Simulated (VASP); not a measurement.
LaGa2, 3 atoms in the cell. The typed cell holds 3 atoms: a = 4.284 Å, b = 4.284 Å, c = 4.379 Å, α = 90.00°, β = 90.00°, γ = 120.00°. 

| Item | Value |
| --- | --- |
| Program | VASP 6.6.1 |
| Task | single point |
| Functional | r2SCAN |
| Potentials or basis | VASP PAW PBE potentials, release 64 (Ga_d, La) |
| Cutoff | 520 eV |
| k mesh | 9 × 9 × 8 |
| Occupations | fermi-dirac, width 0.113 eV |
| Spin | no spin polarisation |
| Dipole correction | no |
| Further INCAR settings | ALGO = Normal; EDIFF = 1e-06; NBANDS = 26 |

Potentials or basis: VASP PAW PBE potentials, release 64 (Ga_d, La).

Launch:

```bash
$ cat potpaw_PBE.64/Ga_d/POTCAR potpaw_PBE.64/La/POTCAR > POTCAR
$ cp INCAR.step1 INCAR
$ mpirun -np 1 vasp_std > vasp.out
$ cp INCAR.step2 INCAR
$ mpirun -np 1 vasp_std > vasp.out
```

Hardware: 1 thread of Intel Xeon 8259CL (shared host).

**Question.** Estimate the wall time of this run.

**Answer.** Run time: 28 min on 1 thread of Intel Xeon 8259CL (shared host), peak memory 0.38 GiB. Counts: k points 125.
